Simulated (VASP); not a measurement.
A run of VASP 6.6.1 is set up as follows.

Contents of INCAR:

```
SYSTEM = Mo
PREC     = Accurate       ! precision mode
ENCUT    = 520            ! plane-wave cutoff, eV
EDIFF    = 1E-6           ! SCF threshold, eV
ISMEAR   = 0              ! smearing method
SIGMA    = 0.05           ! smearing width, eV
LREAL    = .False.        ! projectors in reciprocal space
LASPH    = .True.         ! aspherical terms in the spheres
NELM     = 60             ! most SCF steps
ALGO     = Normal         ! electronic algorithm
ISIF     = 2              ! what is computed and relaxed
LWAVE    = .False.        ! write WAVECAR
LCHARG   = .False.        ! write CHGCAR
GGA      = PE             ! functional
NBANDS   = 13             ! bands
```

The input KPOINTS:

```
Automatic mesh
0
Gamma
  14 14 14
  0 0 0
```

POSCAR

```
Mo
1.0
    0.0000000000      2.0545198372      2.0545198372
    2.0545198372      0.0000000000      2.0545198372
    2.0545198372      2.0545198372      0.0000000000
Mo
1
Direct
    0.0000000000      0.0000000000      0.0000000000
```

Potentials or basis: VASP PAW PBE potentials, release 64 (Mo_sv).

Launch:

```console
$ cat potpaw_PBE.64/Mo_sv/POTCAR > POTCAR
$ mpirun -np 1 vasp_std > vasp.out
```

(1) Predict the pressure.

(2) Predict the band gap on the k mesh.

Answers

(1) -15.8 GPa.

(2) zero (band 7 reaches 14.16 eV, above the bottom of band 8 at 10.00 eV).
